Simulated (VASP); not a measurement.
# BAs (F-43m) in VASP: further runs

BAs is run at these levels: LDA; tasks: electric field gradients.

Everything below comes from runs of VASP 6.6.1. Logs are shortened: lines on timing, memory, paths and dates and some standing lists are left out, and cuts for length are marked.

**1. The cell of the first run**

The structure is cubic, space group F-43m (No. 216). The conventional cell has a = 4.777 Å, b = 4.777 Å, c = 4.777 Å, α = 90.00°, β = 90.00°, γ = 90.00°. B (site symmetry -43m) has 4 As at 2.07 Å within 2.7 Å. Within 2.7 Å of As (site symmetry -43m) lie 4 B at 2.07 Å.

**2. Electric field gradients, LDA**

File INCAR:

```
SYSTEM = BAs
PREC = Accurate ; ENCUT = 520
EDIFF = 1E-8 ; ISMEAR = -1
SIGMA = 0.05 ; LREAL = .False.
LASPH = .True. ; NELM = 80
ALGO = Normal ; ISIF = 2
LWAVE = .False. ; LCHARG = .False.
GGA = CA ; LEFG = .True.
NBANDS = 11
```

File KPOINTS:

```
regular mesh
0
Gamma
  13 13 13
  0 0 0
```

File POSCAR:

```
BAs
1.0
    0.0000000000      2.3885000000      2.3885000000
    2.3885000000      0.0000000000      2.3885000000
    2.3885000000      2.3885000000      0.0000000000
B As
1 1
Direct
    0.0000000000      0.0000000000      0.0000000000
    0.7500000000      0.7500000000      0.7500000000
```

Potentials or basis: VASP PAW LDA potentials, release 64 (B, As).

Started as:

```sh
cat potpaw_LDA.64/B/POTCAR potpaw_LDA.64/As/POTCAR > POTCAR
mpirun -np 1 vasp_std > vasp.out
```

OUTCAR:

```text
SYSTEM = BAs
   PREC = Accurate
   ENCUT = 520
   EDIFF = 1E-8
   ISMEAR = -1
   LREAL = .False.
   LASPH = .True.
   NELM = 80
   ISIF = 2
   GGA = CA

 ion  position               nearest neighbor table
   1  0.000  0.000  0.000-   2 2.07   2 2.07   2 2.07   2 2.07
   2  0.750  0.750  0.750-   1 2.07   1 2.07   1 2.07   1 2.07

  LATTYP: Found a face centered cubic cell.
 ALAT       =     4.7770000000

  Lattice vectors:

 A1 = (   0.0000000000,   2.3885000000,   2.3885000000)
 A2 = (   2.3885000000,   0.0000000000,   2.3885000000)
 A3 = (   2.3885000000,   2.3885000000,   0.0000000000)

Analysis of symmetry for initial positions (statically):
=====================================================================
 Subroutine PRICEL returns:
 Original cell was already a primitive cell.

 Routine SETGRP: Setting up the symmetry group for a
 face centered cubic supercell.

 Subroutine GETGRP returns: Found 24 space group operations
 (whereof 24 operations were pure point group operations)
 out of a pool of 48 trial point group operations.

The static configuration has the point symmetry T_d .

Analysis of symmetry for dynamics (positions and initial velocities):
=====================================================================
 Subroutine PRICEL returns:
 Original cell was already a primitive cell.

 Routine SETGRP: Setting up the symmetry group for a
 face centered cubic supercell.

 Subroutine GETGRP returns: Found 24 space group operations
 (whereof 24 operations were pure point group operations)
 out of a pool of 48 trial point group operations.

The dynamic configuration has the point symmetry T_d .

 Subroutine INISYM returns: Found 24 space group operations
 (whereof 24 operations are pure point group operations),
 and found     1 'primitive' translations

----------------------------------------------------------------------------------------

                                     Primitive cell

  volume of cell :      27.2525

  direct lattice vectors                    reciprocal lattice vectors
     0.000000000  2.388500000  2.388500000    -0.209336404  0.209336404  0.209336404
     2.388500000  0.000000000  2.388500000     0.209336404 -0.209336404  0.209336404
     2.388500000  2.388500000  0.000000000     0.209336404  0.209336404 -0.209336404

  length of vectors
     3.377849094  3.377849094  3.377849094     0.362581287  0.362581287  0.362581287

  position of ions in fractional coordinates (direct lattice)
     0.000000000  0.000000000  0.000000000
     0.750000000  0.750000000  0.750000000

  ion indices of the primitive-cell ions
   primitive index   ion index
                 1           1
                 2           2

----------------------------------------------------------------------------------------

 KPOINTS: regular mesh

Automatic generation of k-mesh.
 Grid dimensions read from file:
 generate k-points for:   13   13   13

 Generating k-lattice:

  Cartesian coordinates                     Fractional coordinates (reciprocal lattice)
    -0.016102800  0.016102800  0.016102800     0.076923077  0.000000000  0.000000000
     0.016102800 -0.016102800  0.016102800     0.000000000  0.076923077  0.000000000
     0.016102800  0.016102800 -0.016102800     0.000000000  0.000000000  0.076923077

  Length of vectors
     0.027890868  0.027890868  0.027890868

  Shift w.r.t. Gamma in fractional coordinates (k-lattice)
     0.000000000  0.000000000  0.000000000

 Subroutine IBZKPT returns following result:
 ===========================================

 Found     84 irreducible k-points:

 Following reciprocal coordinates:
            Coordinates               Weight
  0.000000  0.000000  0.000000      1.000000
  0.076923  0.000000  0.000000      8.000000
  0.153846  0.000000  0.000000      8.000000
  0.230769  0.000000  0.000000      8.000000
  0.307692  0.000000  0.000000      8.000000
  0.384615  0.000000  0.000000      8.000000
[... 16 lines left out ...]
  0.384615  0.153846  0.000000     24.000000
  0.461538  0.153846  0.000000     24.000000
 [... further k-points ...]
   k-points           NKPTS =     84   k-points in BZ     NKDIM =     84   number of bands    NBANDS=     11
   number of dos      NEDOS =    301   number of ions     NIONS =      2
   total plane-waves  NPLWV =  21952
   dimension x,y,z NGX =    28 NGY =   28 NGZ =   28
   dimension x,y,z NGXF=    56 NGYF=   56 NGZF=   56
   ions per type =               1   1
   NGX,Y,Z   is equivalent  to a cutoff of  13.78, 13.78, 13.78 a.u.
   NGXF,Y,Z  is equivalent  to a cutoff of  27.56, 27.56, 27.56 a.u.
 SYSTEM =  BAs
   PREC   = accura    normal or accurate (medium, high low for compatibility)
   ISTART =      0    job   : 0-new  1-cont  2-samecut
   ICHARG =      2    charge: 1-file 2-atom 10-const
   ISPIN  =      1    spin polarized calculation?
   LNONCOLLINEAR =      F non collinear calculations
   LSORBIT =      F    spin-orbit coupling
   LASPH  =      T    aspherical Exc in radial PAW
   ENCUT  =  520.0 eV  38.22 Ry    6.18 a.u.   6.28  6.28  6.28*2*pi/ulx,y,z
   NELM   =     80;   NELMIN=  2; NELMDL= -5     # of ELM steps
   EDIFF  = 0.1E-07   stopping-criterion for ELM
   LREAL  =      F    real-space projection
   EDIFFG = 0.1E-06   stopping-criterion for IOM
   NSW    =      0    number of steps for IOM
   IBRION =     -1    ionic relax: 0-MD 1-quasi-New 2-CG
   NFREE  =      0    steps in history (QN), initial steepest desc. (CG)
   ISIF   =      2    stress and relaxation
   ISYM   =      2    0-nonsym 1-usesym 2-fastsym
   POTIM  = 0.5000    time-step for ionic-motion
   TEBEG  =    0.0;   TEEND  =   0.0 temperature during run
   PSTRESS=    0.0 pullay stress
   NELECT =       8.0000    total number of electrons
   NUPDOWN=      -1.0000    fix difference up-down
   EMIN   =  10.00;   EMAX   =-10.00  energy-range for DOS
   EFERMI =   0.00;   METHOD = LEGACY
   ISMEAR =    -1;   SIGMA  =   0.05  broadening in eV -4-tet -1-fermi 0-gaus
   EFERMI_NEDOS =   21; number of points for ismear=-14 and -15
   IALGO  =     38    algorithm
   IMIX   =      4    mixing-type and parameters
     AMIX     =   0.40;   BMIX     =  1.00
     AMIX_MAG =   1.60;   BMIX_MAG =  1.00
  volume/ion in A,a.u.               =      13.63        91.95
  Fermi-wavevector in a.u.,A,eV,Ry     =   1.088018  2.056057 16.106360  1.183784
  Thomas-Fermi vector in A             =   2.224191
   LORBIT       =      0    0 simple, 1 ext, 2 COOP (PROOUT), +10 PAW based schemes
   GGA     = CA    functional components
   LHFCALC =     F    Hartree Fock is set to
   AEXX    =    0.0000 exact exchange contribution
   IVDW    =     0    specifies the selected vdW correction
   LEPSILON=     F    determine dielectric tensor
   LRPA    =     F    only Hartree local field effects (RPA)
 non-spin polarized calculation
  energy-cutoff  :      520.00
  volume of cell :       27.25
 maximum number of plane-waves:       748
 NGX is ok and might be reduce to    28
   NGX = 13   NGY = 13   NGZ = 13

 number of electron       8.0000000 magnetization

 Free energy of the ion-electron system (eV)
  ---------------------------------------------------
  ext. energy  EPLUGINS =         0.00000000
  ---------------------------------------------------
  free energy    TOTEN  =       -12.92125544 eV

  energy without entropy =      -12.92125536  energy(sigma->0) =      -12.92125540

 E-fermi :   6.7037     XC(G=0): -10.7840

 val. band max:        6.1566604745   @ k =   0.0000   0.0000   0.0000
 cond. band min:       7.2847039823   @ k =   0.3846   0.3846   0.0000
 fundamental gap:      1.1280435079
 Fermi energy:         6.7036725333

 k-point     1 :       0.0000    0.0000    0.0000
  band No.  band energies     occupation
      1      -9.2198      2.00000
      2       6.1567      1.99996
      3       6.1567      1.99996
      4       6.1567      1.99996
      5       9.4060      0.00000
      6       9.4060      0.00000
      7       9.4060      0.00000
      8      10.8492      0.00000
      9      15.5133      0.00000
     10      19.1895      0.00000
     11      19.1895      0.00000

 k-point     2 :       0.0769    0.0000    0.0000
  band No.  band energies     occupation
      1      -9.1228      2.00000
      2       5.2536      2.00000
      3       5.9675      2.00000
      4       5.9675      2.00000
      5       9.5438      0.00000
      6       9.6540      0.00000
      7       9.6540      0.00000
      8      11.3814      0.00000
      9      15.9087      0.00000
     10      18.3483      0.00000
     11      18.3483      0.00000
[... 295 lines left out ...]
 k-point    24 :       0.4615    0.1538    0.0000
  band No.  band energies     occupation
      1      -6.4964      2.00000
      2      -1.6566      2.00000
      3       2.8850      2.00000
      4       3.6098      2.00000
      5       9.1885      0.00000
      6      11.4696      0.00000
      7      12.4140      0.00000
      8      13.9953      0.00000
      9      17.7341      0.00000
     10      20.0850      0.00000
     11      21.1092      0.00000

 [... further k-points ...]
[... 5 lines left out ...]
  --------------------------------------------------------------------------------------
  -------------------------------------------------------------------------------------
  Total       -0.5248399     -0.5248399     -0.5248399      0.0000000      0.0000000      0.0000000
  in kB      -30.8554355    -30.8554355    -30.8554355      0.0000000      0.0000000      0.0000000
  external PRESSURE =     -30.8554355 kB  Pullay stress =       0.0000000 kB

 VOLUME and BASIS-vectors are now :
 -----------------------------------------------------------------------------
  energy-cutoff  :      520.00
  volume of cell :       27.25
      direct lattice vectors                 reciprocal lattice vectors
     0.000000000  2.388500000  2.388500000    -0.209336404  0.209336404  0.209336404
     2.388500000  0.000000000  2.388500000     0.209336404 -0.209336404  0.209336404
     2.388500000  2.388500000  0.000000000     0.209336404  0.209336404 -0.209336404

 POSITION                                       TOTAL-FORCE (eV/Angst)
 -----------------------------------------------------------------------------------
      0.00000      0.00000      0.00000        -0.000000     -0.000000     -0.000000
      3.58275      3.58275      3.58275         0.000000      0.000000      0.000000
 -----------------------------------------------------------------------------------
    total drift:                                0.000000      0.000000      0.000000

  FREE ENERGIE OF THE ION-ELECTRON SYSTEM (eV)
  ---------------------------------------------------
  free  energy   TOTEN  =       -12.9212554418 eV

  energy  without entropy=      -12.9212553641  energy(sigma->0) =      -12.92125540

 Electric field gradients (V/A^2)
---------------------------------------------------------------------
 ion       V_xx      V_yy      V_zz      V_xy      V_xz      V_yz
---------------------------------------------------------------------
   1      -0.000    -0.000     0.000     0.000     0.000     0.000
   2      -0.000    -0.000    -0.000     0.000     0.000     0.000
---------------------------------------------------------------------

 Electric field gradients after diagonalization (V/A^2)
 (convention: |V_zz| > |V_xx| > |V_yy|)
----------------------------------------------------------------------
 ion       V_xx      V_yy      V_zz     asymmetry (V_yy - V_xx)/ V_zz
----------------------------------------------------------------------
   1      -0.000    -0.000     0.000       0.000
   2      -0.000    -0.000     0.000       0.000
----------------------------------------------------------------------

           NMR quadrupolar parameters

 Cq : quadrupolar parameter    Cq=e*Q*V_zz/h
 eta: asymmetry parameters     (V_yy - V_xx)/ V_zz
 Q  : nuclear electric quadrupole moment in mb (millibarn)
----------------------------------------------------------------------
 ion       Cq(MHz)       eta       Q (mb)
----------------------------------------------------------------------
   1       0.000       0.000       1.000
   2       0.000       0.000       1.000
----------------------------------------------------------------------
```

It took 62 s on 1 thread of AMD EPYC 7R13, shared host; peak memory 0.13 GiB.

What came out:

| Item | Value |
| --- | --- |
| Free energy | -12.9213 eV |
| Pressure | -3.1 GPa |
| Band gap on the k mesh | 1.13 eV, indirect (least direct gap 3.25 eV) |

Caveat: without QUAD_EFG the Cq values of the log hold for a quadrupole moment of 1 mb, not for the nuclei.

**3. Electric field gradients, LDA**

File INCAR:

```
SYSTEM = BAs
  ALGO = Normal
  EDIFF = 1E-8
  ENCUT = 520
  ISIF = 2
  ISMEAR = -1
  LASPH = .TRUE.
  LCHARG = .FALSE.
  LEFG = .TRUE.
  LREAL = .FALSE.
  LWAVE = .FALSE.
  NBANDS = 11
  NELM = 100
  PREC = Accurate
  SIGMA = 0.05
```

File KPOINTS:

```
k-points
0
G
  13 13 13
  0 0 0
```

POSCAR is that of step 2.

Potentials or basis: VASP PAW LDA potentials, release 64 (B, As).

Started as:

```sh
cat potpaw_LDA.64/B/POTCAR potpaw_LDA.64/As/POTCAR > POTCAR
mpirun -np 1 vasp_std > vasp.out
```

OUTCAR:

```text
SYSTEM = BAs
   EDIFF = 1E-8
   ENCUT = 520
   ISIF = 2
   ISMEAR = -1
   LASPH = .TRUE.
   LREAL = .FALSE.
   NELM = 100
   PREC = Accurate

 ion  position               nearest neighbor table
   1  0.000  0.000  0.000-   2 2.07   2 2.07   2 2.07   2 2.07
   2  0.750  0.750  0.750-   1 2.07   1 2.07   1 2.07   1 2.07

  LATTYP: Found a face centered cubic cell.
 ALAT       =     4.7770000000

  Lattice vectors:

 A1 = (   0.0000000000,   2.3885000000,   2.3885000000)
 A2 = (   2.3885000000,   0.0000000000,   2.3885000000)
 A3 = (   2.3885000000,   2.3885000000,   0.0000000000)

Analysis of symmetry for initial positions (statically):
=====================================================================
 Subroutine PRICEL returns:
 Original cell was already a primitive cell.

 Routine SETGRP: Setting up the symmetry group for a
 face centered cubic supercell.

[... 524 lines left out ...]
  volume of cell :       27.25
      direct lattice vectors                 reciprocal lattice vectors
     0.000000000  2.388500000  2.388500000    -0.209336404  0.209336404  0.209336404
     2.388500000  0.000000000  2.388500000     0.209336404 -0.209336404  0.209336404
     2.388500000  2.388500000  0.000000000     0.209336404  0.209336404 -0.209336404

 POSITION                                       TOTAL-FORCE (eV/Angst)
 -----------------------------------------------------------------------------------
      0.00000      0.00000      0.00000        -0.000000     -0.000000     -0.000000
      3.58275      3.58275      3.58275         0.000000      0.000000      0.000000
 -----------------------------------------------------------------------------------
    total drift:                                0.000000      0.000000      0.000000

  FREE ENERGIE OF THE ION-ELECTRON SYSTEM (eV)
  ---------------------------------------------------
  free  energy   TOTEN  =       -12.9212554418 eV

  energy  without entropy=      -12.9212553641  energy(sigma->0) =      -12.92125540

 Electric field gradients (V/A^2)
---------------------------------------------------------------------
 ion       V_xx      V_yy      V_zz      V_xy      V_xz      V_yz
---------------------------------------------------------------------
   1      -0.000    -0.000     0.000     0.000     0.000     0.000
   2      -0.000    -0.000    -0.000     0.000     0.000     0.000
---------------------------------------------------------------------

 Electric field gradients after diagonalization (V/A^2)
 (convention: |V_zz| > |V_xx| > |V_yy|)
----------------------------------------------------------------------
 ion       V_xx      V_yy      V_zz     asymmetry (V_yy - V_xx)/ V_zz
----------------------------------------------------------------------
   1      -0.000    -0.000     0.000       0.000
   2      -0.000    -0.000     0.000       0.000
----------------------------------------------------------------------

           NMR quadrupolar parameters

 Cq : quadrupolar parameter    Cq=e*Q*V_zz/h
 eta: asymmetry parameters     (V_yy - V_xx)/ V_zz
 Q  : nuclear electric quadrupole moment in mb (millibarn)
----------------------------------------------------------------------
 ion       Cq(MHz)       eta       Q (mb)
----------------------------------------------------------------------
   1       0.000       0.000       1.000
   2       0.000       0.000       1.000
----------------------------------------------------------------------
```

Wall time 59 s (1 thread of AMD EPYC 7R13, shared host); peak memory 0.13 GiB.

Results:

```
Free energy            : -12.9213 eV
Pressure               : -3.1 GPa
Band gap on the k mesh : 1.13 eV, indirect (least direct gap 3.25 eV)
```

Levels at points of the mesh, in eV from the valence-band top:
```csv
k point,band 1,band 2,band 3,band 4,band 5,band 6,band 7,band 8
"(0.00, 0.00, 0.00)",-15.38,0.00,0.00,0.00,3.25,3.25,3.25,4.69
```

Caveat: without QUAD_EFG the Cq values of the log hold for a quadrupole moment of 1 mb, not for the nuclei.
